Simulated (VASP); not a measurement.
# LaMnIn (P-6m2) in VASP: further runs

LaMnIn is run at these levels: PBE; tasks: single point.

Everything below comes from runs of VASP 6.6.1. Logs are shortened: lines on timing, memory, paths and dates and some standing lists are left out, and cuts for length are marked.

## 1. The cell of the first run

Symmetry: P-6m2, No. 187, hexagonal system. Conventional cell: a = 4.547 Å, b = 4.547 Å, c = 4.097 Å, α = 90.00°, β = 90.00°, γ = 120.00°. La (site symmetry -6m2) has 6 In at 3.33 Å and 6 Mn at 3.33 Å and 8 La at 4.10 to 4.55 Å within 4.6 Å. In (site symmetry -6m2) has 3 Mn at 2.63 Å and 6 La at 3.33 Å within 3.5 Å. Within 3.5 Å of Mn (site symmetry -6m2) lie 3 In at 2.63 Å and 6 La at 3.33 Å.

## 2. Single point, PBE, collinear spin, ferromagnetic start

Contents of INCAR:

```
SYSTEM = LaMnIn
PREC = Accurate ; ENCUT = 520
EDIFF = 1E-6 ; ISMEAR = -1
SIGMA = 0.05 ; LREAL = .False.
LASPH = .True. ; NELM = 150
ALGO = Fast ; ISIF = 2
LWAVE = .False. ; LCHARG = .False.
ISPIN = 2 ; MAGMOM = 0 0 4
LORBIT = 11 ; LMAXMIX = 6
GGA = PE ; NBANDS = 30
```

Contents of KPOINTS:

```
regular mesh
0
Gamma
  6 6 6
  0 0 0
```

Contents of POSCAR:

```
LaMnIn
1.0
    4.5474073475      0.0000000000      0.0000000000
   -2.2737036737      3.9381702843      0.0000000000
    0.0000000000      0.0000000000      4.0965590000
La In Mn
1 1 1
Direct
    0.0000000000      0.0000000000      0.0000000000
    0.3333333333      0.6666666667      0.5000000000
    0.6666666667      0.3333333333      0.5000000000
```

Potentials or basis: VASP PAW PBE potentials, release 64 (La, In_d, Mn_pv).

Command:

```
cat potpaw_PBE.64/La/POTCAR potpaw_PBE.64/In_d/POTCAR potpaw_PBE.64/Mn_pv/POTCAR > POTCAR
mpirun -np 1 vasp_std > vasp.out
```

OUTCAR:

```text
SYSTEM = LaMnIn
   PREC = Accurate
   ENCUT = 520
   EDIFF = 1E-6
   ISMEAR = -1
   LREAL = .False.
   LASPH = .True.
   NELM = 150
   ISIF = 2
   ISPIN = 2
   LORBIT = 11
   GGA = PE

 ion  position               nearest neighbor table
   1  0.000  0.000  0.000-   2 3.33   3 3.33   2 3.33   3 3.33   2 3.33   2 3.33   3 3.33   3 3.33
                             3 3.33   3 3.33   2 3.33   2 3.33
   2  0.333  0.667  0.500-   3 2.63   3 2.63   3 2.63   1 3.33   1 3.33   1 3.33   1 3.33   1 3.33
                             1 3.33
   3  0.667  0.333  0.500-   2 2.63   2 2.63   2 2.63   1 3.33   1 3.33   1 3.33   1 3.33   1 3.33
                             1 3.33

  LATTYP: Found a hexagonal cell.
 ALAT       =     4.5474073475
 C/A-ratio  =     0.9008559575

  Lattice vectors:

 A1 = (   4.5474073475,   0.0000000000,   0.0000000000)
 A2 = (  -2.2737036737,   3.9381702843,   0.0000000000)
 A3 = (   0.0000000000,   0.0000000000,   4.0965590000)

Analysis of symmetry for initial positions (statically):
=====================================================================
 Subroutine PRICEL returns:
 Original cell was already a primitive cell.

 Routine SETGRP: Setting up the symmetry group for a
 hexagonal supercell.

 Subroutine GETGRP returns: Found 12 space group operations
 (whereof 12 operations were pure point group operations)
 out of a pool of 24 trial point group operations.

The static configuration has the point symmetry D_3h.

Analysis of symmetry for dynamics (positions and initial velocities):
=====================================================================
 Subroutine PRICEL returns:
 Original cell was already a primitive cell.

 Routine SETGRP: Setting up the symmetry group for a
 hexagonal supercell.

 Subroutine GETGRP returns: Found 12 space group operations
 (whereof 12 operations were pure point group operations)
 out of a pool of 24 trial point group operations.

The dynamic configuration has the point symmetry D_3h.

Analysis of structural, dynamic, and magnetic symmetry:
=====================================================================
 Subroutine PRICEL returns:
 Original cell was already a primitive cell.

 Routine SETGRP: Setting up the symmetry group for a
 hexagonal supercell.

 Subroutine GETGRP returns: Found 12 space group operations
 (whereof 12 operations were pure point group operations)
 out of a pool of 24 trial point group operations.

The overall configuration has the point symmetry D_3h.

 Subroutine INISYM returns: Found 12 space group operations
 (whereof 12 operations are pure point group operations),
 and found     1 'primitive' translations

----------------------------------------------------------------------------------------

                                     Primitive cell

  volume of cell :      73.3631

  direct lattice vectors                    reciprocal lattice vectors
     4.547407348  0.000000000  0.000000000     0.219905525  0.126962514  0.000000000
    -2.273703674  3.938170284  0.000000000     0.000000000  0.253925028  0.000000000
     0.000000000  0.000000000  4.096559000     0.000000000  0.000000000  0.244107311

  length of vectors
     4.547407348  4.547407347  4.096559000     0.253925028  0.253925028  0.244107311

  position of ions in fractional coordinates (direct lattice)
     0.000000000  0.000000000  0.000000000
     0.333333333  0.666666667  0.500000000
     0.666666667  0.333333333  0.500000000

  ion indices of the primitive-cell ions
   primitive index   ion index
                 1           1
                 2           2
                 3           3

----------------------------------------------------------------------------------------

 KPOINTS: regular mesh

Automatic generation of k-mesh.
 Grid dimensions read from file:
 generate k-points for:    6    6    6

 Generating k-lattice:

  Cartesian coordinates                     Fractional coordinates (reciprocal lattice)
     0.036650921  0.021160419  0.000000000     0.166666667  0.000000000  0.000000000
     0.000000000  0.042320838  0.000000000     0.000000000  0.166666667  0.000000000
     0.000000000  0.000000000  0.040684552     0.000000000  0.000000000  0.166666667

  Length of vectors
     0.042320838  0.042320838  0.040684552

  Shift w.r.t. Gamma in fractional coordinates (k-lattice)
     0.000000000  0.000000000  0.000000000

 Subroutine IBZKPT returns following result:
 ===========================================

 Found     28 irreducible k-points:

 Following reciprocal coordinates:
            Coordinates               Weight
  0.000000  0.000000  0.000000      1.000000
  0.166667  0.000000  0.000000      6.000000
  0.333333  0.000000  0.000000      6.000000
  0.500000  0.000000  0.000000      3.000000
  0.166667  0.166667  0.000000      6.000000
  0.333333  0.166667  0.000000     12.000000
[... 16 lines left out ...]
  0.166667  0.000000  0.500000      6.000000
  0.333333  0.000000  0.500000      6.000000
 [... further k-points ...]
   k-points           NKPTS =     28   k-points in BZ     NKDIM =     28   number of bands    NBANDS=     30
   number of dos      NEDOS =    301   number of ions     NIONS =      3
   total plane-waves  NPLWV =  38880
   dimension x,y,z NGX =    36 NGY =   36 NGZ =   30
   dimension x,y,z NGXF=    72 NGYF=   72 NGZF=   60
   ions per type =               1   1   1
   NGX,Y,Z   is equivalent  to a cutoff of  13.16, 13.16, 12.17 a.u.
   NGXF,Y,Z  is equivalent  to a cutoff of  26.32, 26.32, 24.35 a.u.
 SYSTEM =  LaMnIn
   PREC   = accura    normal or accurate (medium, high low for compatibility)
   ISTART =      0    job   : 0-new  1-cont  2-samecut
   ICHARG =      2    charge: 1-file 2-atom 10-const
   ISPIN  =      2    spin polarized calculation?
   LNONCOLLINEAR =      F non collinear calculations
   LSORBIT =      F    spin-orbit coupling
   LASPH  =      T    aspherical Exc in radial PAW
   ENCUT  =  520.0 eV  38.22 Ry    6.18 a.u.   8.46  8.46  7.62*2*pi/ulx,y,z
   NELM   =    150;   NELMIN=  2; NELMDL= -5     # of ELM steps
   EDIFF  = 0.1E-05   stopping-criterion for ELM
   LREAL  =      F    real-space projection
   EDIFFG = 0.1E-04   stopping-criterion for IOM
   NSW    =      0    number of steps for IOM
   IBRION =     -1    ionic relax: 0-MD 1-quasi-New 2-CG
   NFREE  =      0    steps in history (QN), initial steepest desc. (CG)
   ISIF   =      2    stress and relaxation
   ISYM   =      2    0-nonsym 1-usesym 2-fastsym
   POTIM  = 0.5000    time-step for ionic-motion
   TEBEG  =    0.0;   TEEND  =   0.0 temperature during run
   PSTRESS=    0.0 pullay stress
   NELECT =      37.0000    total number of electrons
   NUPDOWN=      -1.0000    fix difference up-down
   EMIN   =  10.00;   EMAX   =-10.00  energy-range for DOS
   EFERMI =   0.00;   METHOD = LEGACY
   ISMEAR =    -1;   SIGMA  =   0.05  broadening in eV -4-tet -1-fermi 0-gaus
   EFERMI_NEDOS =   21; number of points for ismear=-14 and -15
   IALGO  =     68    algorithm
   IMIX   =      4    mixing-type and parameters
     AMIX     =   0.40;   BMIX     =  1.00
     AMIX_MAG =   1.60;   BMIX_MAG =  1.00
  volume/ion in A,a.u.               =      24.45       165.03
  Fermi-wavevector in a.u.,A,eV,Ry     =   1.303115  2.462531 23.104186  1.698110
  Thomas-Fermi vector in A             =   2.434139
   LORBIT       =     11    0 simple, 1 ext, 2 COOP (PROOUT), +10 PAW based schemes
   GGA     = PE    functional components
   LHFCALC =     F    Hartree Fock is set to
   AEXX    =    0.0000 exact exchange contribution
   IVDW    =     0    specifies the selected vdW correction
   LEPSILON=     F    determine dielectric tensor
   LRPA    =     F    only Hartree local field effects (RPA)
 spin polarized calculation
 RMM-DIIS sequential band-by-band and
  energy-cutoff  :      520.00
  volume of cell :       73.36
 maximum number of plane-waves:      2019
 NGX is ok and might be reduce to    36
   NGX = 17   NGY = 17   NGZ = 15

 number of electron      37.0000000 magnetization       3.1189702

 Free energy of the ion-electron system (eV)
  ---------------------------------------------------
  ext. energy  EPLUGINS =         0.00000000
  ---------------------------------------------------
  free energy    TOTEN  =       -16.51237587 eV

  energy without entropy =      -16.49515586  energy(sigma->0) =      -16.50376587

 E-fermi :   8.1032     XC(G=0): -10.5287

 val. band max:        8.0747421991   @ k =   0.0000   0.0000   0.3333
 cond. band min:       8.1034507120   @ k =   0.3333   0.3333   0.5000
 fundamental gap:      0.0287085129
 Fermi energy:         8.1031959868

 spin component 1

 k-point     1 :       0.0000    0.0000    0.0000
  band No.  band energies     occupation
      1     -41.7484      1.00000
      2     -41.7484      1.00000
      3     -41.6888      1.00000
      4     -24.3485      1.00000
      5      -8.0499      1.00000
      6      -8.0499      1.00000
[... 781 lines left out ...]
     29      10.5487      0.00000
     30      11.5582      0.00000

 [... further k-points ...]

 spin component 2

 k-point     1 :       0.0000    0.0000    0.0000
  band No.  band energies     occupation
      1     -38.0824      1.00000
      2     -38.0824      1.00000
      3     -38.0205      1.00000
      4     -24.4384      1.00000
      5      -8.1743      1.00000
      6      -8.1743      1.00000
[... 781 lines left out ...]
     29      10.5980      0.00000
     30      11.6441      0.00000

 [... further k-points ...]

------------------------ aborting loop because EDIFF is reached ----------------------------------------

  FORCE on cell =-STRESS in cart. coord.  units (eV):
  Direction    XX          YY          ZZ          XY          YZ          ZX
  --------------------------------------------------------------------------------------
  -------------------------------------------------------------------------------------
  Total        3.8369587      3.8369587      1.6621927      0.0000000      0.0000000      0.0000000
  in kB       83.7953935     83.7953935     36.3006498      0.0000000      0.0000000      0.0000000
  external PRESSURE =      67.9638123 kB  Pullay stress =       0.0000000 kB

 VOLUME and BASIS-vectors are now :
 -----------------------------------------------------------------------------
  energy-cutoff  :      520.00
  volume of cell :       73.36
      direct lattice vectors                 reciprocal lattice vectors
     4.547407348  0.000000000  0.000000000     0.219905525  0.126962514  0.000000000
    -2.273703674  3.938170284  0.000000000     0.000000000  0.253925028  0.000000000
     0.000000000  0.000000000  4.096559000     0.000000000  0.000000000  0.244107311

 POSITION                                       TOTAL-FORCE (eV/Angst)
 -----------------------------------------------------------------------------------
      0.00000      0.00000      0.00000        -0.000000      0.000000      0.000000
     -0.00000      2.62545      2.04828         0.000000      0.000000      0.000000
      2.27370      1.31272      2.04828         0.000000     -0.000000      0.000000
 -----------------------------------------------------------------------------------
    total drift:                               -0.000001      0.000000     -0.000000

  FREE ENERGIE OF THE ION-ELECTRON SYSTEM (eV)
  ---------------------------------------------------
  free  energy   TOTEN  =       -16.5123758691 eV

  energy  without entropy=      -16.4951558643  energy(sigma->0) =      -16.50376587

 total charge

# of ion       s       p       d       f       tot
--------------------------------------------------
    1        2.031   5.633   0.767   0.105   8.536
    2        0.942   0.919   9.824   0.000  11.684
    3        0.360   6.199   4.984   0.000  11.543
--------------------------------------------------
tot          3.333  12.751  15.574   0.105  31.764

 magnetization (x)

# of ion       s       p       d       f       tot
--------------------------------------------------
    1       -0.004  -0.006  -0.159  -0.004  -0.173
    2       -0.009  -0.102   0.016   0.000  -0.094
    3        0.047   0.022   3.450   0.000   3.520
--------------------------------------------------
tot          0.035  -0.085   3.307  -0.004   3.253
```

Wall time 3.5 min (1 thread of Intel Xeon 6975P-C (Granite Rapids), shared host); peak memory 0.31 GiB.

Results:

```yaml
Free_energy: -16.5124 eV
Pressure: 6.8 GPa
Net_moment: 3.12 μB per cell
Site_moments: La -0.17; In -0.09; Mn +3.52 μB
Valence_electrons_inside_the_program's_atomic_spheres: La 8.54; In 11.68; Mn 11.54
```

Caveat: the cell stands under pressure; spin-orbit coupling is left out, which moves the levels of the heavy elements.

## 3. Single point, PBE, collinear spin, ferromagnetic start

This run uses another cell than the first one, of 24.95 Å³/atom.

Contents of INCAR:

```
SYSTEM = LaMnIn
PREC     = Accurate       ! precision mode
ENCUT    = 520            ! plane-wave cutoff, eV
EDIFF    = 1E-7           ! SCF threshold, eV
ISMEAR   = -1             ! smearing method
SIGMA    = 0.05           ! smearing width, eV
LREAL    = .FALSE.        ! projectors in reciprocal space
LASPH    = .TRUE.         ! aspherical terms in the spheres
NELM     = 150            ! most SCF steps
ALGO     = Normal         ! electronic algorithm
ISIF     = 2              ! what is computed and relaxed
LWAVE    = .FALSE.        ! write WAVECAR
LCHARG   = .TRUE.         ! write CHGCAR
ISPIN    = 2              ! spin polarisation
MAGMOM   = 0 0 4          ! initial moments
LORBIT   = 11             ! projections on sites
LMAXMIX  = 6              ! l up to which the mixer works
GGA      = PE             ! functional
LELF     = .TRUE.         ! ELF
LVHAR    = .TRUE.       
NBANDS   = 30             ! bands
```

Contents of KPOINTS:

```
regular mesh
0
G
  6 6 6
  0 0 0
```

Contents of POSCAR:

```
LaMnIn
1.0
    4.5933407550      0.0000000000      0.0000000000
   -2.2966703775      3.9779497821      0.0000000000
    0.0000000000      0.0000000000      4.0965590000
La In Mn
1 1 1
Direct
    0.0000000000      0.0000000000      0.0000000000
    0.3333333333      0.6666666667      0.5000000000
    0.6666666667      0.3333333333      0.5000000000
```

Potentials or basis: VASP PAW PBE potentials, release 64 (La, In_d, Mn_pv).

Command:

```
cat potpaw_PBE.64/La/POTCAR potpaw_PBE.64/In_d/POTCAR potpaw_PBE.64/Mn_pv/POTCAR > POTCAR
mpirun -np 1 vasp_std > vasp.out
```

It took 75 s on 1 thread of Intel Xeon 6975P-C (Granite Rapids), shared host; peak memory 0.3 GiB.

Results (log left out):

* Free energy: -16.5855 eV
* Pressure: 4.9 GPa
* Net moment: 3.15 μB per cell
* Site moments: La -0.18; In -0.10; Mn +3.56 μB
* Valence electrons inside the program's atomic spheres: La 8.52; In 11.66; Mn 11.52

Stress tensor (GPa, compression positive):
```
6.15 0.00 0.00
0.00 6.15 0.00
0.00 0.00 2.40
```

Levels at points of the mesh, in eV from the Fermi level:
Spin up:
| k point | band 16 | band 17 | band 18 | band 19 | band 20 | band 21 | band 22 | band 23 | band 24 | band 25 |
| --- | --- | --- | --- | --- | --- | --- | --- | --- | --- | --- |
| (0.00, 0.00, 0.00) | -2.75 | -2.46 | -2.46 | 0.00 | 0.00 | 0.58 | 1.49 | 1.73 | 2.13 | 2.13 |
| (0.50, 0.00, 0.00) | -2.55 | -2.53 | -2.49 | -2.27 | 0.33 | 0.58 | 0.94 | 2.03 | 2.09 | 2.14 |
| (0.00, 0.00, 0.50) | -2.87 | -2.61 | -2.61 | -1.86 | 1.40 | 1.40 | 1.72 | 1.72 | 1.79 | 2.13 |
| (0.50, 0.00, 0.50) | -2.48 | -2.45 | -2.12 | -1.68 | -1.19 | -0.63 | 0.43 | 2.12 | 2.16 | 2.21 |
Spin down:
```
           k point  band 14  band 15  band 16  band 17  band 18  band 19  band 20  band 21
(0.00, 0.00, 0.00)    -1.31    -1.27    -1.27     0.53     0.53     0.85     0.85     0.90
(0.50, 0.00, 0.00)    -3.44    -1.25    -0.29    -0.16     0.40     0.42     0.96     1.74
(0.00, 0.00, 0.50)    -3.12    -1.34    -1.34    -0.21    -0.21     1.06     1.58     1.58
(0.50, 0.00, 0.50)    -1.90    -1.89    -1.16     0.14     0.49     0.49     0.53     1.13
```

Caveat: the cell stands under pressure; spin-orbit coupling is left out, which moves the levels of the heavy elements.

(Continued in part 2 of 2.)
